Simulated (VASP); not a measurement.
# SnO (Romarchite) (P4/nmm) in VASP: further runs, part 2 of 2

VASP 6.6.1.

### Step 3. Single point, PBE

This run uses another cell than the first one, of 19.56 Å³/atom, 1.037 times its volume.

The input, INCAR:

```
PREC = Accurate
ENCUT = 520
EDIFF = 1E-7
ISMEAR = -1
SIGMA = 0.05
LREAL = False
LASPH = True
NELM = 80
ALGO = Normal
ISIF = 2
LWAVE = False
LCHARG = True
GGA = PE
LELF = True
LVHAR = True
NBANDS = 28
```

The input, KPOINTS:

```
regular mesh
0
Gamma
  5 5 4
```

The input, POSCAR:

```
SnO
1.0
    3.9448416191      0.0000000000      0.0000000000
    0.0000000000      3.9448416191      0.0000000000
    0.0000000000      0.0000000000      5.0271650896
Sn O
2 2
Direct
    0.5000000000      0.0000000000      0.2369000000
    0.0000000000      0.5000000000      0.7631000000
    0.0000000000      0.0000000000      0.0000000000
    0.5000000000      0.5000000000      0.0000000000
```

Potentials or basis: VASP PAW PBE potentials, release 64 (Sn_d, O).

On the command line:

```console
> cat potpaw_PBE.64/Sn_d/POTCAR potpaw_PBE.64/O/POTCAR > POTCAR
> mpirun -np 1 vasp_std > vasp.out
```

OUTCAR:

```text
PREC = Accurate
   ENCUT = 520
   EDIFF = 1E-7
   ISMEAR = -1
   LREAL = False
   LASPH = True
   NELM = 80
   ISIF = 2
   GGA = PE

 ion  position               nearest neighbor table
   1  0.500  0.000  0.237-   3 2.30   4 2.30   4 2.30   3 2.30   2 3.67   2 3.67   2 3.67   2 3.67

   2  0.000  0.500  0.763-   3 2.30   4 2.30   3 2.30   4 2.30   1 3.67   1 3.67   1 3.67   1 3.67

   3  0.000  0.000  0.000-   1 2.30   2 2.30   2 2.30   1 2.30
   4  0.500  0.500  0.000-   1 2.30   2 2.30   1 2.30   2 2.30

  LATTYP: Found a simple tetragonal cell.
 ALAT       =     3.9448416191
 C/A-ratio  =     1.2743642394

  Lattice vectors:

 A1 = (   3.9448416191,   0.0000000000,   0.0000000000)
 A2 = (   0.0000000000,   3.9448416191,   0.0000000000)
 A3 = (   0.0000000000,   0.0000000000,   5.0271650896)

Analysis of symmetry for initial positions (statically):
=====================================================================
 Subroutine PRICEL returns:
 Original cell was already a primitive cell.

 Routine SETGRP: Setting up the symmetry group for a
 simple tetragonal supercell.

 Subroutine GETGRP returns: Found 16 space group operations
 (whereof  8 operations were pure point group operations)
 out of a pool of 16 trial point group operations.

The static configuration has the point symmetry D_2d.
 The point group associated with its full space group is D_4h.

Analysis of symmetry for dynamics (positions and initial velocities):
=====================================================================
 Subroutine PRICEL returns:
 Original cell was already a primitive cell.

 Routine SETGRP: Setting up the symmetry group for a
 simple tetragonal supercell.

 Subroutine GETGRP returns: Found 16 space group operations
 (whereof  8 operations were pure point group operations)
 out of a pool of 16 trial point group operations.

The dynamic configuration has the point symmetry D_2d.
 The point group associated with its full space group is D_4h.

 Subroutine INISYM returns: Found 16 space group operations
 (whereof  8 operations are pure point group operations),
 and found     1 'primitive' translations

----------------------------------------------------------------------------------------

                                     Primitive cell

  volume of cell :      78.2316

  direct lattice vectors                    reciprocal lattice vectors
     3.944841619  0.000000000  0.000000000     0.253495602  0.000000000  0.000000000
     0.000000000  3.944841619  0.000000000     0.000000000  0.253495602  0.000000000
     0.000000000  0.000000000  5.027165090     0.000000000  0.000000000  0.198919268

  length of vectors
     3.944841619  3.944841619  5.027165090     0.253495602  0.253495602  0.198919268

  position of ions in fractional coordinates (direct lattice)
     0.500000000  0.000000000  0.236900000
     0.000000000  0.500000000  0.763100000
     0.000000000  0.000000000  0.000000000
     0.500000000  0.500000000  0.000000000

  ion indices of the primitive-cell ions
   primitive index   ion index
                 1           1
                 2           2
                 3           3
                 4           4

----------------------------------------------------------------------------------------

 KPOINTS: regular mesh

Automatic generation of k-mesh.
 Grid dimensions read from file:
 generate k-points for:    5    5    4

 Generating k-lattice:

  Cartesian coordinates                     Fractional coordinates (reciprocal lattice)
     0.050699120  0.000000000  0.000000000     0.200000000  0.000000000  0.000000000
     0.000000000  0.050699120  0.000000000     0.000000000  0.200000000  0.000000000
     0.000000000  0.000000000  0.049729817     0.000000000  0.000000000  0.250000000

  Length of vectors
     0.050699120  0.050699120  0.049729817

  Shift w.r.t. Gamma in fractional coordinates (k-lattice)
     0.000000000  0.000000000  0.000000000

 Subroutine IBZKPT returns following result:
 ===========================================

 Found     18 irreducible k-points:

 Following reciprocal coordinates:
            Coordinates               Weight
  0.000000  0.000000  0.000000      1.000000
  0.200000  0.000000  0.000000      4.000000
  0.400000  0.000000  0.000000      4.000000
  0.200000  0.200000  0.000000      4.000000
  0.400000  0.200000  0.000000      8.000000
  0.400000  0.400000  0.000000      4.000000
[... 10 lines left out ...]
  0.400000  0.200000  0.500000      8.000000
  0.400000  0.400000  0.500000      4.000000
   k-points           NKPTS =     18   k-points in BZ     NKDIM =     18   number of bands    NBANDS=     28
   number of dos      NEDOS =    301   number of ions     NIONS =      4
   total plane-waves  NPLWV =  36000
   dimension x,y,z NGX =    30 NGY =   30 NGZ =   40
   dimension x,y,z NGXF=    60 NGYF=   60 NGZF=   80
   ions per type =               2   2
   NGX,Y,Z   is equivalent  to a cutoff of  12.64, 12.64, 13.23 a.u.
   NGXF,Y,Z  is equivalent  to a cutoff of  25.29, 25.29, 26.46 a.u.
 SYSTEM =  unknown system
   PREC   = accura    normal or accurate (medium, high low for compatibility)
   ISTART =      0    job   : 0-new  1-cont  2-samecut
   ICHARG =      2    charge: 1-file 2-atom 10-const
   ISPIN  =      1    spin polarized calculation?
   LNONCOLLINEAR =      F non collinear calculations
   LSORBIT =      F    spin-orbit coupling
   LASPH  =      T    aspherical Exc in radial PAW
   ENCUT  =  520.0 eV  38.22 Ry    6.18 a.u.   7.33  7.33  9.35*2*pi/ulx,y,z
   NELM   =     80;   NELMIN=  2; NELMDL= -5     # of ELM steps
   EDIFF  = 0.1E-06   stopping-criterion for ELM
   LREAL  =      F    real-space projection
   EDIFFG = 0.1E-05   stopping-criterion for IOM
   NSW    =      0    number of steps for IOM
   IBRION =     -1    ionic relax: 0-MD 1-quasi-New 2-CG
   NFREE  =      0    steps in history (QN), initial steepest desc. (CG)
   ISIF   =      2    stress and relaxation
   ISYM   =      2    0-nonsym 1-usesym 2-fastsym
   POTIM  = 0.5000    time-step for ionic-motion
   TEBEG  =    0.0;   TEEND  =   0.0 temperature during run
   PSTRESS=    0.0 pullay stress
   NELECT =      40.0000    total number of electrons
   NUPDOWN=      -1.0000    fix difference up-down
   EMIN   =  10.00;   EMAX   =-10.00  energy-range for DOS
   EFERMI =   0.00;   METHOD = LEGACY
   ISMEAR =    -1;   SIGMA  =   0.05  broadening in eV -4-tet -1-fermi 0-gaus
   EFERMI_NEDOS =   21; number of points for ismear=-14 and -15
   IALGO  =     38    algorithm
   IMIX   =      4    mixing-type and parameters
     AMIX     =   0.40;   BMIX     =  1.00
     AMIX_MAG =   1.60;   BMIX_MAG =  1.00
  volume/ion in A,a.u.               =      19.56       131.98
  Fermi-wavevector in a.u.,A,eV,Ry     =   1.309084  2.473809 23.316304  1.713700
  Thomas-Fermi vector in A             =   2.439707
   LORBIT       =      0    0 simple, 1 ext, 2 COOP (PROOUT), +10 PAW based schemes
   GGA     = PE    functional components
   LHFCALC =     F    Hartree Fock is set to
   AEXX    =    0.0000 exact exchange contribution
   IVDW    =     0    specifies the selected vdW correction
   LEPSILON=     F    determine dielectric tensor
   LRPA    =     F    only Hartree local field effects (RPA)
 non-spin polarized calculation
  energy-cutoff  :      520.00
  volume of cell :       78.23
 maximum number of plane-waves:      2130
 NGX is ok and might be reduce to    30
   NGX = 15   NGY = 15   NGZ = 19

 number of electron      39.9999997 magnetization

 Free energy of the ion-electron system (eV)
  ---------------------------------------------------
  ext. energy  EPLUGINS =         0.00000000
  ---------------------------------------------------
  free energy    TOTEN  =       -22.65563339 eV

  energy without entropy =      -22.65562512  energy(sigma->0) =      -22.65562925

 E-fermi :   6.0098     XC(G=0):  -9.7011

 val. band max:        5.6132574129   @ k =   0.0000   0.0000   0.0000
 cond. band min:       6.4676650081   @ k =   0.4000   0.4000   0.0000
 fundamental gap:      0.8544075951
 Fermi energy:         6.0098037109

 k-point     1 :       0.0000    0.0000    0.0000
  band No.  band energies     occupation
      1     -15.8825      2.00000
      2     -15.6209      2.00000
      3     -15.6186      2.00000
      4     -15.6186      2.00000
      5     -15.6033      2.00000
      6     -15.5854      2.00000
[... 547 lines left out ...]
     27      15.3268      0.00000
     28      15.4408      0.00000

------------------------ aborting loop because EDIFF is reached ----------------------------------------

  FORCE on cell =-STRESS in cart. coord.  units (eV):
  Direction    XX          YY          ZZ          XY          YZ          ZX
  --------------------------------------------------------------------------------------
  -------------------------------------------------------------------------------------
  Total       -2.3515440     -2.3515440     -1.8523592      0.0000000     -0.0000000      0.0000000
  in kB      -48.1594375    -48.1594375    -37.9361712      0.0000000     -0.0000000      0.0000000
  external PRESSURE =     -44.7516821 kB  Pullay stress =       0.0000000 kB

 VOLUME and BASIS-vectors are now :
 -----------------------------------------------------------------------------
  energy-cutoff  :      520.00
  volume of cell :       78.23
      direct lattice vectors                 reciprocal lattice vectors
     3.944841619  0.000000000  0.000000000     0.253495602  0.000000000  0.000000000
     0.000000000  3.944841619  0.000000000     0.000000000  0.253495602  0.000000000
     0.000000000  0.000000000  5.027165090     0.000000000  0.000000000  0.198919268

 POSITION                                       TOTAL-FORCE (eV/Angst)
 -----------------------------------------------------------------------------------
      1.97242      0.00000      1.19094        -0.000000      0.000000     -0.841417
      0.00000      1.97242      3.83623         0.000000      0.000000      0.841417
      0.00000      0.00000      0.00000         0.000000      0.000000     -0.000000
      1.97242      1.97242      0.00000        -0.000000     -0.000000     -0.000000
 -----------------------------------------------------------------------------------
    total drift:                                0.000000      0.000000     -0.000000

  FREE ENERGIE OF THE ION-ELECTRON SYSTEM (eV)
  ---------------------------------------------------
  free  energy   TOTEN  =       -22.6556333864 eV

  energy  without entropy=      -22.6556251230  energy(sigma->0) =      -22.65562925
```

stdout:

```text
POSCAR found type information on POSCAR SnO
 POSCAR found :  2 types and       4 ions
 scaLAPACK will be used
 LDA part: xc-table for (Slater+PW92), standard interpolation
 POSCAR, INCAR and KPOINTS ok, starting setup
 FFT: planning ... GRIDC
 FFT: planning ... GRID_SOFT
 FFT: planning ... GRID
 WAVECAR not read
 entering main loop
```

It took 41 s on 1 thread of AMD EPYC 7R43 (Zen 3), shared host; peak memory 0.16 GiB.

What came out:

```yaml
Free_energy: -22.6556 eV
Pressure: -4.5 GPa
Largest_force: 0.841 eV/Å
Band_gap_on_the_k_mesh: 0.85 eV, indirect (least direct gap 1.94 eV)
```

Forces on the atoms (eV/Å):
```
Sn   0.000  0.000 -0.841
Sn   0.000  0.000  0.841
O    0.000  0.000  0.000
O    0.000  0.000  0.000
```

Stress tensor (GPa, compression positive):
```
-4.82  0.00  0.00
 0.00 -4.82  0.00
 0.00  0.00 -3.79
```

Caveat: spin-orbit coupling is left out, which moves the levels of the heavy elements.
